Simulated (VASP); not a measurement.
# PtS2 in VASP: a series of runs

PtS2 is run at these levels: PBE; tasks: single point, relaxation of cell and atoms.

Program: VASP 6.6.1. These are calculated values, not measurements. Logs are shortened: lines on timing, memory, paths and dates and some standing lists are left out, and cuts for length are marked.

## 1. The cell of the first run

The structure is hexagonal, space group P6_3/mmc (No. 194). Conventional cell: a = 3.511 Å, b = 3.511 Å, c = 11.079 Å, α = 90.00°, β = 90.00°, γ = 120.00°. Pt (site symmetry -6m2) has 6 S at 2.45 Å within 3.2 Å. Within 3.2 Å of S (site symmetry 3m) lie 3 Pt at 2.45 Å and 1 S at 2.76 Å.

The cell was built from a structure type or drawn by symmetry, and may not be a known phase.

## 2. Single point, PBE

File INCAR:

```
ALGO     = Normal         # electronic algorithm
EDIFF    = 1E-6           # SCF threshold, eV
ENCUT    = 520            # plane-wave cutoff, eV
GGA      = PE             # functional
ISIF     = 2              # what is computed and relaxed
ISMEAR   = 0              # smearing method
LASPH    = T              # aspherical terms in the spheres
LCHARG   = F              # write CHGCAR
LREAL    = F              # projectors in reciprocal space
LWAVE    = F              # write WAVECAR
NBANDS   = 31             # bands
NELM     = 100            # most SCF steps
PREC     = Accurate       # precision mode
SIGMA    = 0.1            # smearing width, eV
```

File KPOINTS:

```
k-points
0
Gamma
  12 12 4
```

File POSCAR:

```
PtS2
1.0
    3.5107358573      0.0000000000      0.0000000000
   -1.7553679287      3.0403864384      0.0000000000
    0.0000000000      0.0000000000     11.0786054288
Pt S
2 4
Direct
    0.3333333333      0.6666666667      0.2500000000
    0.6666666667      0.3333333333      0.7500000000
    0.3333333333      0.6666666667      0.6254722736
    0.6666666667      0.3333333333      0.1254722736
    0.3333333333      0.6666666667      0.8745277264
    0.6666666667      0.3333333333      0.3745277264
```

Potentials or basis: VASP PAW PBE potentials, release 64 (Pt, S).

Started as:

```console
$ cat potpaw_PBE.64/Pt/POTCAR potpaw_PBE.64/S/POTCAR > POTCAR
$ mpirun -np 1 vasp_std > vasp.out
```

OUTCAR:

```text
EDIFF = 1E-6
   ENCUT = 520
   GGA = PE
   ISIF = 2
   ISMEAR = 0
   LASPH = T
   LREAL = F
   NELM = 100
   PREC = Accurate

 ion  position               nearest neighbor table
   1  0.333  0.667  0.250-   4 2.45   6 2.45   4 2.45   6 2.45   4 2.45   6 2.45
   2  0.667  0.333  0.750-   3 2.45   5 2.45   3 2.45   5 2.45   3 2.45   5 2.45
   3  0.333  0.667  0.625-   2 2.45   2 2.45   2 2.45   5 2.76
   4  0.667  0.333  0.125-   1 2.45   1 2.45   1 2.45   6 2.76
   5  0.333  0.667  0.875-   2 2.45   2 2.45   2 2.45   3 2.76
   6  0.667  0.333  0.375-   1 2.45   1 2.45   1 2.45   4 2.76

  LATTYP: Found a hexagonal cell.
 ALAT       =     3.5107358573
 C/A-ratio  =     3.1556362766

  Lattice vectors:

 A1 = (   3.5107358573,   0.0000000000,   0.0000000000)
 A2 = (  -1.7553679287,   3.0403864384,   0.0000000000)
 A3 = (   0.0000000000,   0.0000000000,  11.0786054288)

Analysis of symmetry for initial positions (statically):
=====================================================================
 Subroutine PRICEL returns:
 Original cell was already a primitive cell.

 Routine SETGRP: Setting up the symmetry group for a
 hexagonal supercell.

 Subroutine GETGRP returns: Found 24 space group operations
 (whereof 12 operations were pure point group operations)
 out of a pool of 24 trial point group operations.

The static configuration has the point symmetry D_3d.
 The point group associated with its full space group is D_6h.

Analysis of symmetry for dynamics (positions and initial velocities):
=====================================================================
 Subroutine PRICEL returns:
 Original cell was already a primitive cell.

 Routine SETGRP: Setting up the symmetry group for a
 hexagonal supercell.

 Subroutine GETGRP returns: Found 24 space group operations
 (whereof 12 operations were pure point group operations)
 out of a pool of 24 trial point group operations.

The dynamic configuration has the point symmetry D_3d.
 The point group associated with its full space group is D_6h.

 Subroutine INISYM returns: Found 24 space group operations
 (whereof 12 operations are pure point group operations),
 and found     1 'primitive' translations

----------------------------------------------------------------------------------------
[... 101 lines left out ...]
   EDIFF  = 0.1E-05   stopping-criterion for ELM
   LREAL  =      F    real-space projection
   EDIFFG = 0.1E-04   stopping-criterion for IOM
   NSW    =      0    number of steps for IOM
   IBRION =     -1    ionic relax: 0-MD 1-quasi-New 2-CG
   NFREE  =      0    steps in history (QN), initial steepest desc. (CG)
   ISIF   =      2    stress and relaxation
   ISYM   =      2    0-nonsym 1-usesym 2-fastsym
   POTIM  = 0.5000    time-step for ionic-motion
   TEBEG  =    0.0;   TEEND  =   0.0 temperature during run
   PSTRESS=    0.0 pullay stress
   NELECT =      44.0000    total number of electrons
   NUPDOWN=      -1.0000    fix difference up-down
   EMIN   =  10.00;   EMAX   =-10.00  energy-range for DOS
   EFERMI =   0.00;   METHOD = LEGACY
   ISMEAR =     0;   SIGMA  =   0.10  broadening in eV -4-tet -1-fermi 0-gaus
   EFERMI_NEDOS =   21; number of points for ismear=-14 and -15
   IALGO  =     38    algorithm
   IMIX   =      4    mixing-type and parameters
     AMIX     =   0.40;   BMIX     =  1.00
     AMIX_MAG =   1.60;   BMIX_MAG =  1.00
  volume/ion in A,a.u.               =      19.71       133.00
  Fermi-wavevector in a.u.,A,eV,Ry     =   1.177484  2.225122 18.864053  1.386469
  Thomas-Fermi vector in A             =   2.313830
   LORBIT       =      0    0 simple, 1 ext, 2 COOP (PROOUT), +10 PAW based schemes
   GGA     = PE    functional components
   LHFCALC =     F    Hartree Fock is set to
   AEXX    =    0.0000 exact exchange contribution
   IVDW    =     0    specifies the selected vdW correction
   LEPSILON=     F    determine dielectric tensor
   LRPA    =     F    only Hartree local field effects (RPA)
 non-spin polarized calculation
 Gauss-broadening in eV      SIGMA  =   0.10
  energy-cutoff  :      520.00
  volume of cell :      118.25
 maximum number of plane-waves:      3257
 NGX is ok and might be reduce to    28
   NGX = 13   NGY = 13   NGZ = 41

 number of electron      44.0000004 magnetization

 Free energy of the ion-electron system (eV)
  ---------------------------------------------------
  ext. energy  EPLUGINS =         0.00000000
  ---------------------------------------------------
  free energy    TOTEN  =       -27.49955957 eV

  energy without entropy =      -27.47878841  energy(sigma->0) =      -27.48917399

 E-fermi :   6.2197     XC(G=0): -10.3181

 val. band max:        6.2117853368   @ k =   0.0833   0.0000   0.5000
 cond. band min:       6.2206097383   @ k =   0.1667   0.0833   0.0000
 fundamental gap:      0.0088244016
 Fermi energy:         6.2196715072

 k-point     1 :       0.0000    0.0000    0.0000
  band No.  band energies     occupation
      1      -9.1908      2.00000
      2      -8.8851      2.00000
      3      -7.3684      2.00000
      4      -6.7169      2.00000
      5      -1.1134      2.00000
      6       0.1671      2.00000
[... 805 lines left out ...]
     30      12.8765      0.00000
     31      13.0872      0.00000

 [... further k-points ...]

------------------------ aborting loop because EDIFF is reached ----------------------------------------

  FORCE on cell =-STRESS in cart. coord.  units (eV):
  Direction    XX          YY          ZZ          XY          YZ          ZX
  --------------------------------------------------------------------------------------
  -------------------------------------------------------------------------------------
  Total       -0.2675832     -0.2675832     -0.2249673      0.0000000     -0.0000000      0.0000000
  in kB       -3.6254128     -3.6254128     -3.0480203      0.0000000     -0.0000000      0.0000000
  external PRESSURE =      -3.4329486 kB  Pullay stress =       0.0000000 kB

 VOLUME and BASIS-vectors are now :
 -----------------------------------------------------------------------------
  energy-cutoff  :      520.00
  volume of cell :      118.25
      direct lattice vectors                 reciprocal lattice vectors
     3.510735857  0.000000000  0.000000000     0.284840569  0.164452779  0.000000000
    -1.755367929  3.040386438  0.000000000     0.000000000  0.328905559  0.000000000
     0.000000000  0.000000000 11.078605429     0.000000000  0.000000000  0.090264069

 POSITION                                       TOTAL-FORCE (eV/Angst)
 -----------------------------------------------------------------------------------
     -0.00000      2.02692      2.76965         0.000000      0.000000      0.000000
      1.75537      1.01346      8.30895        -0.000000     -0.000000      0.000000
     -0.00000      2.02692      6.92936        -0.000000      0.000000      0.038265
      1.75537      1.01346      1.39006         0.000000      0.000000      0.038265
     -0.00000      2.02692      9.68855        -0.000000     -0.000000     -0.038265
      1.75537      1.01346      4.14924         0.000000      0.000000     -0.038265
 -----------------------------------------------------------------------------------
    total drift:                               -0.000000      0.000000      0.000000

  FREE ENERGIE OF THE ION-ELECTRON SYSTEM (eV)
  ---------------------------------------------------
  free  energy   TOTEN  =       -27.4995595674 eV

  energy  without entropy=      -27.4787884105  energy(sigma->0) =      -27.48917399
```

OSZICAR:

```text
N       E                     dE             d eps       ncg     rms          rms(c)
DAV:   1     0.250584131361E+03    0.25058E+03   -0.20626E+04  3534   0.128E+03
DAV:   2    -0.138530799831E+02   -0.26444E+03   -0.25358E+03  4307   0.251E+02
DAV:   3    -0.291936885654E+02   -0.15341E+02   -0.14939E+02  4313   0.600E+01
DAV:   4    -0.294805686195E+02   -0.28688E+00   -0.28637E+00  4330   0.927E+00
DAV:   5    -0.294871472601E+02   -0.65786E-02   -0.65774E-02  4450   0.137E+00    0.255E+01
DAV:   6    -0.284021962705E+02    0.10850E+01   -0.14570E+01  3751   0.259E+01    0.201E+01
DAV:   7    -0.275908752877E+02    0.81132E+00   -0.39573E+00  3625   0.171E+01    0.797E+00
DAV:   8    -0.275233033757E+02    0.67572E-01   -0.39608E-01  4150   0.334E+00    0.175E+00
DAV:   9    -0.274991658297E+02    0.24138E-01   -0.53293E-02  4130   0.174E+00    0.525E-01
DAV:  10    -0.274995472135E+02   -0.38138E-03   -0.10980E-02  4255   0.498E-01    0.162E-01
DAV:  11    -0.274995696605E+02   -0.22447E-04   -0.32157E-04  4230   0.112E-01    0.838E-02
DAV:  12    -0.274995562539E+02    0.13407E-04   -0.48885E-05  4221   0.497E-02    0.514E-02
DAV:  13    -0.274995610736E+02   -0.48198E-05   -0.18259E-05  4210   0.223E-02    0.319E-02
DAV:  14    -0.274995596441E+02    0.14295E-05   -0.11257E-05  4206   0.159E-02    0.426E-03
DAV:  15    -0.274995595674E+02    0.76741E-07   -0.42873E-07  2677   0.416E-03
   1 F= -.27499560E+02 E0= -.27489174E+02  d E =-.207712E-01
```

stdout:

```text
POSCAR found type information on POSCAR PtS
 POSCAR found :  2 types and       6 ions
 scaLAPACK will be used
 LDA part: xc-table for (Slater+PW92), standard interpolation
 POSCAR, INCAR and KPOINTS ok, starting setup
 FFT: planning ... GRIDC
 FFT: planning ... GRID_SOFT
 FFT: planning ... GRID
 WAVECAR not read
 entering main loop
```

Wall time 86 s (1 thread of Intel Xeon 6975P-C (Granite Rapids), shared host); peak memory 0.33 GiB.

What came out:

| Item | Value |
| --- | --- |
| Free energy | -27.4996 eV |
| Pressure | -0.3 GPa |
| Largest force | 0.038 eV/Å |
| Band gap on the k mesh | zero (bands 22 and 23 overlap by 0.69 eV) |

Forces in eV/Å, atoms in the order of the input:
```
Pt   0.000  0.000  0.000
Pt   0.000  0.000  0.000
S    0.000  0.000  0.038
S    0.000  0.000  0.038
S    0.000  0.000 -0.038
S    0.000  0.000 -0.038
```

Levels at points of the mesh, in eV from the Fermi level:
| k point | band 18 | band 19 | band 20 | band 21 | band 22 | band 23 | band 24 | band 25 | band 26 | band 27 |
| --- | --- | --- | --- | --- | --- | --- | --- | --- | --- | --- |
| (0.00, 0.00, 0.00) | -0.10 | 0.07 | 0.07 | 0.19 | 0.19 | 0.37 | 0.37 | 0.68 | 0.68 | 2.75 |
| (0.50, 0.00, 0.00) | -2.23 | -2.19 | -2.13 | -1.83 | -1.60 | 0.33 | 0.90 | 1.48 | 1.66 | 2.91 |
| (0.00, 0.00, 0.50) | -1.08 | 0.10 | 0.10 | 0.10 | 0.10 | 0.55 | 0.55 | 0.55 | 0.55 | 3.05 |
| (0.50, 0.00, 0.50) | -2.71 | -2.13 | -2.13 | -1.73 | -1.73 | 0.92 | 0.92 | 1.19 | 1.19 | 3.61 |

Caveat: spin-orbit coupling is left out, which moves the levels of the heavy elements.

(Continued in part 2 of 2.)
